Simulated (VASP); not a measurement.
Wanted: the native input for a VASP 6.6.1 run.

| Property | Result |
| --- | --- |
| Task | single point |
| Functional | LDA |
| Potentials or basis | VASP PAW LDA potentials, release 64 (K_sv, Rh_pv) |
| Cutoff | 520 eV |
| k mesh | 6 × 6 × 4 |
| Occupations | gaussian, width 0.1 eV |
| Spin | no spin polarisation |
| Dipole correction | no |
| Further INCAR settings | ALGO = Normal; EDIFF = 1e-06; NBANDS = 19 |

The structure of KRh lies in POSCAR:

```
KRh
1.0
    3.5007390300      0.0000000000      0.0000000000
   -1.7503695200      3.0317289300      0.0000000000
    0.0000000000      0.0000000000      5.8078480500
K Rh
1 1
Direct
    0.3397000000      0.6685000000      0.0738460000
    0.6689570000      0.3263590000      0.8091830000
```

These files were run (other wordings do the same):

INCAR

```
SYSTEM = KRh
PREC = Accurate
ENCUT = 520
EDIFF = 1E-6
ISMEAR = 0
SIGMA = 0.1
LREAL = .False.
LASPH = .True.
NELM = 100
ALGO = Normal
ISIF = 2
LWAVE = .False.
LCHARG = .True.
GGA = CA
LELF = .True.
LVHAR = .True.
NBANDS = 19
```

KPOINTS

```
regular mesh
0
Gamma
  6 6 4
  0 0 0
```

Potentials or basis: VASP PAW LDA potentials, release 64 (K_sv, Rh_pv).

Command:

```sh
$ cat potpaw_LDA.64/K_sv/POTCAR potpaw_LDA.64/Rh_pv/POTCAR > POTCAR
$ mpirun -np 1 vasp_std > vasp.out
```

It gave:

```json
{
  "Pressure": "0.7 GPa",
  "Largest force": "1.849 eV/Å",
  "Band gap on the k mesh": "zero (bands 12 and 13 overlap by 0.49 eV)"
}
```

Caveat: forces of over 1 eV/Å act on the atoms, so gaps and moduli don't describe the material at rest.

It took 97 s on 1 thread of Intel(R) Xeon(R) Platinum 8259CL CPU @ 2.50GHz (Skylake/Cascade Lake), on a shared host, peak memory 0.22 GiB.
